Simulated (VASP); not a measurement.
Here is a VASP 6.6.1 calculation.

INCAR

```
SYSTEM = GaAs
ALGO = Normal ; EDIFF = 1E-8
ENCUT = 520 ; GGA = PE
ISIF = 2 ; ISMEAR = -1
LASPH = .TRUE. ; LCHARG = .FALSE.
LEFG = .TRUE. ; LREAL = .FALSE.
LWAVE = .FALSE. ; NBANDS = 16
NELM = 80 ; PREC = Accurate
SIGMA = 0.08
```

KPOINTS

```
k-points
0
G
  10 10 10
  0 0 0
```

The input POSCAR:

```
GaAs
1.0
    0.0000000000      2.8268500000      2.8268500000
    2.8268500000      0.0000000000      2.8268500000
    2.8268500000      2.8268500000      0.0000000000
Ga As
1 1
Direct
    0.0000000000      0.0000000000      0.0000000000
    0.7500000000      0.7500000000      0.7500000000
```

Potentials or basis: VASP PAW PBE potentials, release 64 (Ga_d, As).

Run with:

```console
$ cat potpaw_PBE.64/Ga_d/POTCAR potpaw_PBE.64/As/POTCAR > POTCAR
$ mpirun -np 1 vasp_std > vasp.out
```

Question: What does it give for the band gap on the k mesh?

Answer: 0.52 eV, direct.

Question: Predict the pressure.

Answer: 3.5 GPa.

Caveat: without QUAD_EFG the Cq values of the log hold for a quadrupole moment of 1 mb, not for the nuclei. A k mesh can miss the band edges.
